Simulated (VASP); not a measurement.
# Pt (Pm-3m) in VASP: further runs, part 2 of 2

VASP 6.6.1. Earlier steps stand in the parts before.

### Step 4. Relaxation of cell and atoms, PBEsol, target pressure 60 GPa, at which the enthalpy is minimised

INCAR reads:

```
PREC = Accurate
ENCUT = 600
EDIFF = 1E-6
ISMEAR = 1
SIGMA = 0.05
LREAL = F
LASPH = T
NELM = 80
ALGO = Normal
ISIF = 3
LWAVE = F
LCHARG = F
GGA = PS
IBRION = 2
NSW = 80
EDIFFG = -0.01
PSTRESS = 600.0
```

KPOINTS reads:

```
Automatic mesh
0
Gamma
  9 9 9
```

POSCAR reads:

```
Pt
1.0
    2.5500000000      0.0000000000      0.0000000000
    0.0000000000      2.5500000000      0.0000000000
    0.0000000000      0.0000000000      2.5500000000
Pt
1
Direct
    0.0000000000      0.0000000000      0.0000000000
```

Potentials or basis: VASP PAW PBE potentials, release 64 (Pt).

The run is started by

```
$ cat potpaw_PBE.64/Pt/POTCAR > POTCAR
$ mpirun -np 1 vasp_std > vasp.out
```

OUTCAR:

```text
PREC = Accurate
   ENCUT = 600
   EDIFF = 1E-6
   ISMEAR = 1
   LREAL = F
   LASPH = T
   NELM = 80
   ISIF = 3
   GGA = PS
   IBRION = 2
   NSW = 80
   EDIFFG = -0.01
   PSTRESS = 600.0

 ion  position               nearest neighbor table
   1  0.000  0.000  0.000-

  LATTYP: Found a simple cubic cell.
 ALAT       =     2.5500000000

  Lattice vectors:

 A1 = (   2.5500000000,   0.0000000000,   0.0000000000)
 A2 = (   0.0000000000,   2.5500000000,   0.0000000000)
 A3 = (   0.0000000000,   0.0000000000,   2.5500000000)

Analysis of symmetry for initial positions (statically):
=====================================================================
 Subroutine PRICEL returns:
 Original cell was already a primitive cell.

 Routine SETGRP: Setting up the symmetry group for a
 simple cubic supercell.

 Subroutine GETGRP returns: Found 48 space group operations
 (whereof 48 operations were pure point group operations)
 out of a pool of 48 trial point group operations.

The static configuration has the point symmetry O_h .

Analysis of symmetry for dynamics (positions and initial velocities):
=====================================================================
 Subroutine PRICEL returns:
 Original cell was already a primitive cell.

 Routine SETGRP: Setting up the symmetry group for a
 simple cubic supercell.

 Subroutine GETGRP returns: Found 48 space group operations
 (whereof 48 operations were pure point group operations)
 out of a pool of 48 trial point group operations.

The dynamic configuration has the point symmetry O_h .

 Subroutine INISYM returns: Found 48 space group operations
 (whereof 48 operations are pure point group operations),
 and found     1 'primitive' translations

----------------------------------------------------------------------------------------

                                     Primitive cell

  volume of cell :      16.5814

  direct lattice vectors                    reciprocal lattice vectors
     2.550000000  0.000000000  0.000000000     0.392156863  0.000000000  0.000000000
     0.000000000  2.550000000  0.000000000     0.000000000  0.392156863  0.000000000
[... 101 lines left out ...]
   IMIX   =      4    mixing-type and parameters
     AMIX     =   0.40;   BMIX     =  1.00
     AMIX_MAG =   1.60;   BMIX_MAG =  1.00
  volume/ion in A,a.u.               =      16.58       111.90
  Fermi-wavevector in a.u.,A,eV,Ry     =   1.383146  2.613767 26.029204  1.913092
  Thomas-Fermi vector in A             =   2.507771
   LORBIT       =      0    0 simple, 1 ext, 2 COOP (PROOUT), +10 PAW based schemes
   GGA     = PS    functional components
   LHFCALC =     F    Hartree Fock is set to
   AEXX    =    0.0000 exact exchange contribution
   IVDW    =     0    specifies the selected vdW correction
   LEPSILON=     F    determine dielectric tensor
   LRPA    =     F    only Hartree local field effects (RPA)
 conjugate gradient relaxation of ions
 non-spin polarized calculation
 Methfessel and Paxton  Order N= 1 SIGMA  =   0.05
  energy-cutoff  :      600.00
  volume of cell :       16.58
 maximum number of plane-waves:       565
   NGX = 11   NGY = 11   NGZ = 11

--------------------------------------- Ionic step        1  -------------------------------------------

 number of electron      10.0000000 magnetization

 number of electron       9.9999998 magnetization

 Free energy of the ion-electron system (eV)
  ---------------------------------------------------
  ext. energy  EPLUGINS =         0.00000000
  ---------------------------------------------------
  free energy    TOTEN  =        -6.38856482 eV

  energy without entropy =       -6.38831487  energy(sigma->0) =       -6.38848150

 E-fermi :   9.3797     XC(G=0): -12.9291

 val. band max:        9.3323258496   @ k =   0.3333   0.1111   0.1111
 cond. band min:       9.3878654963   @ k =   0.4444   0.1111   0.0000
 fundamental gap:      0.0555396467
 Fermi energy:         9.3797035680

 k-point     1 :       0.0000    0.0000    0.0000
  band No.  band energies     occupation
      1       0.1657      2.00000
      2       3.0515      2.00000
      3       3.0515      2.00000
      4       9.8149     -0.00000
      5       9.8149     -0.00000
      6       9.8149     -0.00000
      7      25.0241      0.00000
      8      25.0241      0.00000
      9      25.0241      0.00000
[... 382 lines left out ...]
  energy  without entropy=       -6.2033178397  energy(sigma->0) =       -6.20341873

  enthalpy is  TOTEN    =        -0.4847510442 eV   P V=        5.7187181307

[... ionic steps 4 to 14 ...]

--------------------------------------- Ionic step       15  -------------------------------------------

 number of electron       9.9999998 magnetization

------------------------ aborting loop because EDIFF is reached ----------------------------------------
[... 69 lines left out ...]
--------------------------------------- Ionic step       17  -------------------------------------------

 number of electron       9.9999998 magnetization

 Free energy of the ion-electron system (eV)
  ---------------------------------------------------
  ext. energy  EPLUGINS =         0.00000000
  ---------------------------------------------------
  free energy    TOTEN  =        -5.97987656 eV

  energy without entropy =       -5.97970622  energy(sigma->0) =       -5.97981978

 E-fermi :  11.7945     XC(G=0): -13.7078

 val. band max:       11.7870572092   @ k =   0.3333   0.1111   0.1111
 cond. band min:      11.8678341363   @ k =   0.4444   0.1111   0.1111
 fundamental gap:      0.0807769271
 Fermi energy:        11.7944713737

 k-point     1 :       0.0000    0.0000    0.0000
  band No.  band energies     occupation
      1       1.2465      2.00000
      2       4.1603      2.00000
      3       4.1603      2.00000
      4      12.4123     -0.00000
      5      12.4123     -0.00000
      6      12.4123     -0.00000
      7      28.1864      0.00000
      8      28.1864      0.00000
      9      28.1864      0.00000
[... 308 lines left out ...]
  energy  without entropy=       -5.9797062206  energy(sigma->0) =       -5.97981978

  enthalpy is  TOTEN    =        -0.5395168090 eV   P V=        5.4403597461

 reached required accuracy - stopping structural energy minimisation
```

Wall time 42 s (1 thread of Intel Xeon Platinum 8488C (Sapphire Rapids), shared host); peak memory 0.15 GiB.

What came out:

```
Free energy                                            : -5.9799 eV
Relaxed volume                                         : 14.53 Å³/atom
Relaxed cell                                           : a = 2.440 Å, b = 2.440 Å, c = 2.440 Å, α = 90.00°, β = 90.00°, γ = 90.00°
Space group after relaxing (to 0.05 Å)                 : Pm-3m (No. 221)
Energy change on relaxing (the enthalpy is what falls) : +408.7 meV/atom
Ionic steps                                            : 17
Pressure after relaxing                                : 60.1 GPa
Band gap on the k mesh                                 : zero (band 5 reaches 14.21 eV, above the bottom of band 6 at 10.42 eV)
```

The path:
```
step  energy change (eV)  largest force (eV/Å)  pressure (GPa)  volume (Å³)
   1              0.0000                0.0000           10.54        16.58
   2             23.2139                0.0000         1601.30         7.08
   3              0.1851                0.0000           37.37        15.27
   4              0.2673                0.0000           46.25        14.96
   5              0.4162                0.0000           60.77        14.51
   6              0.4013                0.0000           59.41        14.55
   7              0.4017                0.0000           59.39        14.55
   8              0.4028                0.0000           59.52        14.54
   9              0.4028                0.0000           59.52        14.54
  10              0.4028                0.0000           59.52        14.54
  11              0.4029                0.0000           59.52        14.54
  12              0.4030                0.0000           59.52        14.54
  13              0.4032                0.0000           59.53        14.54
  14              0.4035                0.0000           59.55        14.54
  15              0.4043                0.0000           59.65        14.54
  16              0.4057                0.0000           59.79        14.54
  17              0.4087                0.0000           60.06        14.53
```

Final structure:
```yaml
crystal:
  lattice:
    - [2.44003, 0.00000, 0.00000]
    - [0.00000, 2.44003, 0.00000]
    - [0.00000, 0.00000, 2.44003]
  atoms:
    - { symbol: Pt, position: [0.00000, 0.00000, 0.00000] }
```

Caveat: the cell is relaxed towards a set pressure, so the enthalpy falls and the energy may rise; the PAW data sets were made with another functional, which shifts forces and pressure a little; spin-orbit coupling is left out, which moves the levels of the heavy elements.

### Step 5. Overview

| cell | gap on the mesh (eV) | pressure (GPa) |
| --- | --- | --- |
| relaxed to 20 GPa | none | 20.1 |
| relaxed to 40 GPa | none | 40.1 |
| relaxed to 60 GPa | none | 60.1 |

Alike in all rows: task relaxation of cell and atoms; level PBEsol; potentials or basis VASP PAW PBE potentials, release 64 (Pt); no spin polarisation; k mesh 9 × 9 × 9; cutoff (eV) 600; smearing methfessel-paxton 0.05 eV.

Caveats: the cell is relaxed towards a set pressure, so the enthalpy falls and the energy may rise; the PAW data sets were made with another functional, which shifts forces and pressure a little; spin-orbit coupling is left out, which moves the levels of the heavy elements.

Total energies depend on the potentials used, so only differences within one code and one set of settings carry meaning.
